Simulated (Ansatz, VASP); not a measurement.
One calculation of BN, two programs

The input POSCAR:

```
BN
1.0
    2.5420668336      0.0000000000      0.0000000000
   -1.2710334168      2.2014944560      0.0000000000
    0.0000000000      0.0000000000      4.1606277790
B N
2 2
Direct
    0.3333333333      0.6666666667     -0.0003399502
    0.6666666667      0.3333333333      0.4996600498
    0.3333333333      0.6666666667      0.3743399502
    0.6666666667      0.3333333333      0.8743399502
```

The input INCAR.step1:

```
ALGO     = Normal         # electronic algorithm
EDIFF    = 1E-5           # SCF threshold, eV
ENCUT    = 520            # plane-wave cutoff, eV
GGA      = PE             # functional
ISIF     = 2              # what is computed and relaxed
ISMEAR   = 0              # smearing method
LASPH    = T              # aspherical terms in the spheres
LCHARG   = F              # write CHGCAR
LREAL    = F              # projectors in reciprocal space
LWAVE    = T              # write WAVECAR
NBANDS   = 16             # bands
NELM     = 60             # most SCF steps
PREC     = Accurate       # precision mode
SIGMA    = 0.01           # smearing width, eV
```

INCAR.step2

```
ALGO     = Normal         # electronic algorithm
EDIFF    = 1E-6           # SCF threshold, eV
ENCUT    = 520            # plane-wave cutoff, eV
GGA      = PE             # functional
HFSCREEN = 0.2079         # screening, 1/A
ISIF     = 2              # what is computed and relaxed
ISMEAR   = 0              # smearing method
ISTART   = 1            
LASPH    = T              # aspherical terms in the spheres
LCHARG   = F              # write CHGCAR
LHFCALC  = T              # exact exchange
LREAL    = F              # projectors in reciprocal space
LWAVE    = F              # write WAVECAR
NBANDS   = 16             # bands
NELM     = 60             # most SCF steps
PREC     = Accurate       # precision mode
PRECFOCK = Normal       
SIGMA    = 0.01           # smearing width, eV
```

KPOINTS

```
k-points
0
Gamma
  9 9 4
```

Input for Ansatz:

```yaml
crystal:
  lattice:
    - [2.5420668336, 0.0, 0.0]
    - [-1.2710334168, 2.201494456, 0.0]
    - [0.0, 0.0, 4.160627779]
  atoms:
    - { symbol: B, position: [0.3333333333, 0.6666666667, -0.0003399502] }
    - { symbol: B, position: [0.6666666667, 0.3333333333, 0.4996600498] }
    - { symbol: "N", position: [0.3333333333, 0.6666666667, 0.3743399502] }
    - { symbol: "N", position: [0.6666666667, 0.3333333333, 0.8743399502] }
basis:
  ecutwfc: 420
kpoints:
  mp_grid: { grid: [9, 9, 4] }
  band_path:
    path:
      - [0.0, 0.0, 0.0]
      - [0.0, 0.0, 0.0]
      - [0.5, 0.0, 0.0]
      - [0.5, 0.0, 0.4054495321]
      - [0.3333333333, 0.3333333333, 0.0]
      - [0.0, 0.0, 0.5]
    npoints: 1
hamiltonian:
  xc: hse06
  pseudopotentials: { kind: paw, azcp: { folder: soft_1 } }
scf:
  occupations: { method: fixed }
  n_extra_bands: 6
output:
  eigenvalues: true
```

Alike in both runs: task single point; functional HSE06; k mesh 9 × 9 × 4; no spin polarisation.

```csv
,VASP,Ansatz
version,VASP 6.6.1,Ansatz 0.2.0
potentials or method,"VASP PAW PBE potentials, release 64 (B, N), cutoff 520 eV","scalar-relativistic, plane waves, PAW"
occupations,"gaussian, width 0.01 eV",fixed
valence electrons in the cell,16,16
```

|  | VASP | Ansatz | Ansatz less VASP |
| --- | --- | --- | --- |
| gap on the k mesh at the Fermi level (eV) | 6.53 | 6.55 | +0.015 |
| least direct gap on the mesh (eV) | 9.95 | 9.96 | +0.009 |
